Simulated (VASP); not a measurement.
# Hf (P6_3/mmc) in VASP: a series of runs

The runs below take Hf through single point, with LDA.

Program: VASP 6.6.1. These are calculated values, not measurements. Logs are shortened: lines on timing, memory, paths and dates and some standing lists are left out, and cuts for length are marked.

### 1 The cell of the first run

Symmetry: P6_3/mmc, No. 194, hexagonal system. Conventional cell: a = 3.069 Å, b = 3.069 Å, c = 9.841 Å, α = 90.00°, β = 90.00°, γ = 120.00°. Hf (site symmetry -3m) has 12 Hf at 3.03 to 3.07 Å within 4.0 Å. Hf (site symmetry -6m2) has 12 Hf at 3.03 to 3.07 Å within 4.0 Å.

### 2 Single point, LDA (20.07 Å³/atom)

INCAR reads:

```
PREC = Accurate
ENCUT = 520
EDIFF = 1E-6
ISMEAR = -1
SIGMA = 0.1
LREAL = False
LASPH = True
NELM = 100
ALGO = Normal
ISIF = 2
LWAVE = False
LCHARG = False
NBANDS = 28
```

KPOINTS reads:

```
regular mesh
0
Gamma
  13 13 4
```

POSCAR reads:

```
Hf
1.0
    3.0690276257      0.0000000000      0.0000000000
   -1.5345138128      2.6578558888      0.0000000000
    0.0000000000      0.0000000000      9.8405434147
Hf
4
Direct
    0.0000000000      1.0000000000      1.0000000000
    0.0000000000      1.0000000000      0.5000000000
    0.3333333333      0.6666666667      0.2500000000
    0.6666666667      0.3333333333      0.7500000000
```

Potentials or basis: VASP PAW LDA potentials, release 64 (Hf_pv).

On the command line:

```sh
cat potpaw_LDA.64/Hf_pv/POTCAR > POTCAR
mpirun -np 1 vasp_std > vasp.out
```

OUTCAR:

```text
PREC = Accurate
   ENCUT = 520
   EDIFF = 1E-6
   ISMEAR = -1
   LREAL = False
   LASPH = True
   NELM = 100
   ISIF = 2

 ion  position               nearest neighbor table
   1  0.000  0.000  0.000-   3 3.03   4 3.03   3 3.03   4 3.03   4 3.03   3 3.03
   2  0.000  0.000  0.500-   3 3.03   4 3.03   3 3.03   4 3.03   4 3.03   3 3.03
   3  0.333  0.667  0.250-   1 3.03   2 3.03   1 3.03   2 3.03   1 3.03   2 3.03
   4  0.667  0.333  0.750-   1 3.03   2 3.03   1 3.03   2 3.03   1 3.03   2 3.03

  LATTYP: Found a hexagonal cell.
 ALAT       =     3.0690276257
 C/A-ratio  =     3.2064043127

  Lattice vectors:

 A1 = (   3.0690276257,   0.0000000000,   0.0000000000)
 A2 = (  -1.5345138128,   2.6578558888,   0.0000000000)
 A3 = (   0.0000000000,   0.0000000000,   9.8405434147)

Analysis of symmetry for initial positions (statically):
=====================================================================
 Subroutine PRICEL returns:
 Original cell was already a primitive cell.

 Routine SETGRP: Setting up the symmetry group for a
 hexagonal supercell.

 Subroutine GETGRP returns: Found 24 space group operations
 (whereof 12 operations were pure point group operations)
 out of a pool of 24 trial point group operations.

The static configuration has the point symmetry D_3d.
 The point group associated with its full space group is D_6h.

Analysis of symmetry for dynamics (positions and initial velocities):
=====================================================================
 Subroutine PRICEL returns:
 Original cell was already a primitive cell.

 Routine SETGRP: Setting up the symmetry group for a
 hexagonal supercell.

 Subroutine GETGRP returns: Found 24 space group operations
 (whereof 12 operations were pure point group operations)
 out of a pool of 24 trial point group operations.

The dynamic configuration has the point symmetry D_3d.
 The point group associated with its full space group is D_6h.

 Subroutine INISYM returns: Found 24 space group operations
 (whereof 12 operations are pure point group operations),
 and found     1 'primitive' translations

----------------------------------------------------------------------------------------

                                     Primitive cell

  volume of cell :      80.2696

  direct lattice vectors                    reciprocal lattice vectors
     3.069027626  0.000000000  0.000000000     0.325836102  0.188121561  0.000000000
    -1.534513813  2.657855889  0.000000000     0.000000000  0.376243123  0.000000000
     0.000000000  0.000000000  9.840543415     0.000000000  0.000000000  0.101620404

  length of vectors
     3.069027626  3.069027626  9.840543415     0.376243123  0.376243123  0.101620404

  position of ions in fractional coordinates (direct lattice)
     0.000000000  0.000000000  0.000000000
     0.000000000  0.000000000  0.500000000
     0.333333333  0.666666667  0.250000000
     0.666666667  0.333333333  0.750000000

  ion indices of the primitive-cell ions
   primitive index   ion index
                 1           1
                 2           2
                 3           3
                 4           4

----------------------------------------------------------------------------------------

 KPOINTS: regular mesh

Automatic generation of k-mesh.
 Grid dimensions read from file:
 generate k-points for:   13   13    4

 Generating k-lattice:

  Cartesian coordinates                     Fractional coordinates (reciprocal lattice)
     0.025064316  0.014470889  0.000000000     0.076923077 -0.000000000  0.000000000
     0.000000000  0.028941779  0.000000000     0.000000000  0.076923077  0.000000000
     0.000000000  0.000000000  0.025405101     0.000000000  0.000000000  0.250000000

  Length of vectors
     0.028941779  0.028941779  0.025405101

  Shift w.r.t. Gamma in fractional coordinates (k-lattice)
     0.000000000  0.000000000  0.000000000

 Subroutine IBZKPT returns following result:
 ===========================================

 Found     63 irreducible k-points:

 Following reciprocal coordinates:
            Coordinates               Weight
  0.000000  0.000000  0.000000      1.000000
  0.076923  0.000000  0.000000      6.000000
  0.153846 -0.000000  0.000000      6.000000
  0.230769  0.000000  0.000000      6.000000
  0.307692 -0.000000  0.000000      6.000000
  0.384615  0.000000  0.000000      6.000000
[... 16 lines left out ...]
  0.076923  0.000000  0.250000     12.000000
  0.153846 -0.000000  0.250000     12.000000
 [... further k-points ...]
   k-points           NKPTS =     63   k-points in BZ     NKDIM =     63   number of bands    NBANDS=     28
   number of dos      NEDOS =    301   number of ions     NIONS =      4
   total plane-waves  NPLWV =  46080
   dimension x,y,z NGX =    24 NGY =   24 NGZ =   80
   dimension x,y,z NGXF=    48 NGYF=   48 NGZF=  160
   ions per type =               4
   NGX,Y,Z   is equivalent  to a cutoff of  13.00, 13.00, 13.52 a.u.
   NGXF,Y,Z  is equivalent  to a cutoff of  26.00, 26.00, 27.03 a.u.
 SYSTEM =  unknown system
   PREC   = accura    normal or accurate (medium, high low for compatibility)
   ISTART =      0    job   : 0-new  1-cont  2-samecut
   ICHARG =      2    charge: 1-file 2-atom 10-const
   ISPIN  =      1    spin polarized calculation?
   LNONCOLLINEAR =      F non collinear calculations
   LSORBIT =      F    spin-orbit coupling
   LASPH  =      T    aspherical Exc in radial PAW
   ENCUT  =  520.0 eV  38.22 Ry    6.18 a.u.   5.71  5.71 18.30*2*pi/ulx,y,z
   NELM   =    100;   NELMIN=  2; NELMDL= -5     # of ELM steps
   EDIFF  = 0.1E-05   stopping-criterion for ELM
   LREAL  =      F    real-space projection
   EDIFFG = 0.1E-04   stopping-criterion for IOM
   NSW    =      0    number of steps for IOM
   IBRION =     -1    ionic relax: 0-MD 1-quasi-New 2-CG
   NFREE  =      0    steps in history (QN), initial steepest desc. (CG)
   ISIF   =      2    stress and relaxation
   ISYM   =      2    0-nonsym 1-usesym 2-fastsym
   POTIM  = 0.5000    time-step for ionic-motion
   TEBEG  =    0.0;   TEEND  =   0.0 temperature during run
   PSTRESS=    0.0 pullay stress
   NELECT =      40.0000    total number of electrons
   NUPDOWN=      -1.0000    fix difference up-down
   EMIN   =  10.00;   EMAX   =-10.00  energy-range for DOS
   EFERMI =   0.00;   METHOD = LEGACY
   ISMEAR =    -1;   SIGMA  =   0.10  broadening in eV -4-tet -1-fermi 0-gaus
   EFERMI_NEDOS =   21; number of points for ismear=-14 and -15
   IALGO  =     38    algorithm
   IMIX   =      4    mixing-type and parameters
     AMIX     =   0.40;   BMIX     =  1.00
     AMIX_MAG =   1.60;   BMIX_MAG =  1.00
  volume/ion in A,a.u.               =      20.07       135.42
  Fermi-wavevector in a.u.,A,eV,Ry     =   1.297909  2.452693 22.919952  1.684569
  Thomas-Fermi vector in A             =   2.429272
   LORBIT       =      0    0 simple, 1 ext, 2 COOP (PROOUT), +10 PAW based schemes
   GGA     = CA    functional components
   LHFCALC =     F    Hartree Fock is set to
   AEXX    =    0.0000 exact exchange contribution
   IVDW    =     0    specifies the selected vdW correction
   LEPSILON=     F    determine dielectric tensor
   LRPA    =     F    only Hartree local field effects (RPA)
 non-spin polarized calculation
  energy-cutoff  :      520.00
  volume of cell :       80.27
 maximum number of plane-waves:      2184
 NGX is ok and might be reduce to    24
   NGX = 11   NGY = 11   NGZ = 37

 number of electron      40.0000007 magnetization

 Free energy of the ion-electron system (eV)
  ---------------------------------------------------
  ext. energy  EPLUGINS =         0.00000000
  ---------------------------------------------------
  free energy    TOTEN  =       -42.58214482 eV

  energy without entropy =      -42.40882720  energy(sigma->0) =      -42.49548601

 E-fermi :   5.4665     XC(G=0): -11.9755

 val. band max:        5.4531461750   @ k =   0.3846   0.1538   0.2500
 cond. band min:       5.4694761078   @ k =   0.4615   0.0769   0.2500
 fundamental gap:      0.0163299328
 Fermi energy:         5.4665066745

 k-point     1 :       0.0000    0.0000    0.0000
  band No.  band energies     occupation
      1     -25.2893      2.00000
      2     -24.7097      2.00000
      3     -24.6934      2.00000
      4     -24.2417      2.00000
      5     -24.2417      2.00000
      6     -24.1811      2.00000
[... 20 lines left out ...]
     27       7.3718      0.00000
     28       7.3718      0.00000

 k-point     2 :       0.0769    0.0000    0.0000
  band No.  band energies     occupation
      1     -25.2671      2.00000
      2     -24.7180      2.00000
      3     -24.7003      2.00000
      4     -24.2922      2.00000
      5     -24.2580      2.00000
      6     -24.2174      2.00000
[... 20 lines left out ...]
     27       7.4115      0.00000
     28       7.5467      0.00000

 k-point     3 :       0.1538   -0.0000    0.0000
  band No.  band energies     occupation
      1     -25.2034      2.00000
      2     -24.7563      2.00000
      3     -24.7311      2.00000
      4     -24.4258      2.00000
      5     -24.3185      2.00000
      6     -24.3019      2.00000
[... 20 lines left out ...]
     27       7.8664      0.00000
     28       8.0565      0.00000

 k-point     4 :       0.2308    0.0000    0.0000
  band No.  band energies     occupation
      1     -25.1081      2.00000
      2     -24.8555      2.00000
      3     -24.8081      2.00000
      4     -24.6048      2.00000
      5     -24.4956      2.00000
      6     -24.3613      2.00000
[... 578 lines left out ...]
     27       7.2368      0.00000
     28       7.2368      0.00000

 k-point    23 :       0.0769    0.0000    0.2500
  band No.  band energies     occupation
      1     -25.2262      2.00000
      2     -24.9281      2.00000
      3     -24.4834      2.00000
      4     -24.2851      2.00000
      5     -24.2516      2.00000
      6     -24.2369      2.00000
[... 20 lines left out ...]
     27       7.2418      0.00000
     28       7.3860      0.00000

 k-point    24 :       0.1538   -0.0000    0.2500
  band No.  band energies     occupation
      1     -25.1692      2.00000
      2     -24.9224      2.00000
      3     -24.5657      2.00000
      4     -24.4130      2.00000
      5     -24.3549      2.00000
      6     -24.2946      2.00000
[... 20 lines left out ...]
     27       7.5844      0.00000
     28       7.8059      0.00000

 [... further k-points ...]

------------------------ aborting loop because EDIFF is reached ----------------------------------------

  FORCE on cell =-STRESS in cart. coord.  units (eV):
  Direction    XX          YY          ZZ          XY          YZ          ZX
  --------------------------------------------------------------------------------------
  -------------------------------------------------------------------------------------
  Total        2.5959717      2.5959717      2.7046595      0.0000000      0.0000000     -0.0000000
  in kB       51.8154450     51.8154450     53.9848460      0.0000000      0.0000000     -0.0000000
  external PRESSURE =      52.5385786 kB  Pullay stress =       0.0000000 kB

 VOLUME and BASIS-vectors are now :
 -----------------------------------------------------------------------------
  energy-cutoff  :      520.00
  volume of cell :       80.27
      direct lattice vectors                 reciprocal lattice vectors
     3.069027626  0.000000000  0.000000000     0.325836102  0.188121561  0.000000000
    -1.534513813  2.657855889  0.000000000     0.000000000  0.376243123  0.000000000
     0.000000000  0.000000000  9.840543415     0.000000000  0.000000000  0.101620404

 POSITION                                       TOTAL-FORCE (eV/Angst)
 -----------------------------------------------------------------------------------
      0.00000      0.00000      0.00000         0.000000      0.000000      0.000000
      0.00000      0.00000      4.92027         0.000000      0.000000      0.000000
     -0.00000      1.77190      2.46014         0.000000     -0.000000     -0.000000
      1.53451      0.88595      7.38041        -0.000000      0.000000      0.000000
 -----------------------------------------------------------------------------------
    total drift:                               -0.000000      0.000000     -0.000000

  FREE ENERGIE OF THE ION-ELECTRON SYSTEM (eV)
  ---------------------------------------------------
  free  energy   TOTEN  =       -42.5821448221 eV

  energy  without entropy=      -42.4088271983  energy(sigma->0) =      -42.49548601
```

Wall time 3.6 min (1 thread of Intel Xeon 8259CL, shared host); peak memory 0.24 GiB.

What came out:

```yaml
Free_energy: -42.5821 eV
Pressure: 5.3 GPa
Band_gap_on_the_k_mesh: zero (bands 20 and 21 overlap by 1.62 eV)
```

Caveat: the cell stands under pressure; spin-orbit coupling is left out, which moves the levels of the heavy elements.

### 3 Single point, LDA (20.90 Å³/atom)

This run uses another cell than the first one, of 20.90 Å³/atom.

INCAR reads:

```
SYSTEM = Hf
PREC = Accurate
ENCUT = 520
EDIFF = 1E-6
ISMEAR = -1
SIGMA = 0.1
LREAL = .FALSE.
LASPH = .TRUE.
NELM = 100
ALGO = Normal
ISIF = 2
LWAVE = .FALSE.
LCHARG = .FALSE.
GGA = CA
NBANDS = 28
```

KPOINTS reads:

```
regular mesh
0
G
  13 13 4
  0 0 0
```

POSCAR reads:

```
Hf
1.0
    3.1110743249      0.0000000000      0.0000000000
   -1.5555371624      2.6942693985      0.0000000000
    0.0000000000      0.0000000000      9.9753621324
Hf
4
Direct
    0.0000000000      1.0000000000      1.0000000000
    0.0000000000      1.0000000000      0.5000000000
    0.3333333333      0.6666666667      0.2500000000
    0.6666666667      0.3333333333      0.7500000000
```

Potentials or basis: VASP PAW LDA potentials, release 64 (Hf_pv).

On the command line:

```sh
cat potpaw_LDA.64/Hf_pv/POTCAR > POTCAR
mpirun -np 1 vasp_std > vasp.out
```

It took 3.4 min on 1 thread of Intel Xeon 8259CL, shared host; peak memory 0.24 GiB.

The run converged. Its results:

| Item | Value |
| --- | --- |
| Free energy | -42.6375 eV |
| Pressure | 0.2 GPa |
| Band gap on the k mesh | zero (bands 20 and 21 overlap by 1.61 eV) |

Stress tensor (GPa, compression positive):
```
0.20 0.00 0.00
0.00 0.20 0.00
0.00 0.00 0.07
```

Levels at points of the mesh, in eV from the Fermi level:
```tsv
k point	band 17	band 18	band 19	band 20	band 21	band 22	band 23	band 24
(0.00, 0.00, 0.00)	0.12	0.16	0.99	0.99	1.08	1.13	1.13	1.46
(0.00, 0.00, 0.50)	0.35	0.35	0.94	0.94	1.20	1.20	1.20	1.20
```

Caveat: spin-orbit coupling is left out, which moves the levels of the heavy elements.

### 4 Single point, LDA (21.74 Å³/atom)

This run uses another cell than the first one, of 21.74 Å³/atom.

INCAR reads:

```
SYSTEM = Hf
ALGO     = Normal         ! electronic algorithm
EDIFF    = 1E-6           ! SCF threshold, eV
ENCUT    = 520            ! plane-wave cutoff, eV
ISIF     = 2              ! what is computed and relaxed
ISMEAR   = -1             ! smearing method
LASPH    = .True.         ! aspherical terms in the spheres
LCHARG   = .False.        ! write CHGCAR
LREAL    = .False.        ! projectors in reciprocal space
LWAVE    = .False.        ! write WAVECAR
NBANDS   = 28             ! bands
NELM     = 80             ! most SCF steps
PREC     = Accurate       ! precision mode
SIGMA    = 0.1            ! smearing width, eV
```

KPOINTS reads:

```
k-points
0
Gamma
  13 13 4
  0 0 0
```

POSCAR reads:

```
Hf
1.0
    3.1520142083      0.0000000000      0.0000000000
   -1.5760071041      2.7297243775      0.0000000000
    0.0000000000      0.0000000000     10.1066319509
Hf
4
Direct
    0.0000000000      1.0000000000      1.0000000000
    0.0000000000      1.0000000000      0.5000000000
    0.3333333333      0.6666666667      0.2500000000
    0.6666666667      0.3333333333      0.7500000000
```

On the command line:

```sh
cat potpaw_LDA.64/Hf_pv/POTCAR > POTCAR
mpirun -np 1 vasp_std > vasp.out
```

Wall time 3.5 min (1 thread of Intel Xeon 8259CL, shared host); peak memory 0.25 GiB.

It converged, with:

```yaml
Free_energy: -42.5950 eV
Pressure: -4.2 GPa
Band_gap_on_the_k_mesh: zero (bands 20 and 21 overlap by 1.59 eV)
```

Stress tensor (GPa, compression positive):
```
-4.04  0.00  0.00
 0.00 -4.04  0.00
 0.00  0.00 -4.39
```

Levels at points of the mesh, in eV from the Fermi level:
```csv
k point,band 17,band 18,band 19,band 20,band 21,band 22,band 23,band 24
"(0.00, 0.00, 0.00)",0.14,0.17,0.92,1.00,1.00,1.13,1.13,1.44
"(0.00, 0.00, 0.50)",0.27,0.27,0.94,0.94,1.19,1.19,1.19,1.19
```

Caveat: the cell stands under tension; spin-orbit coupling is left out, which moves the levels of the heavy elements.

[end of part 1 of 2]
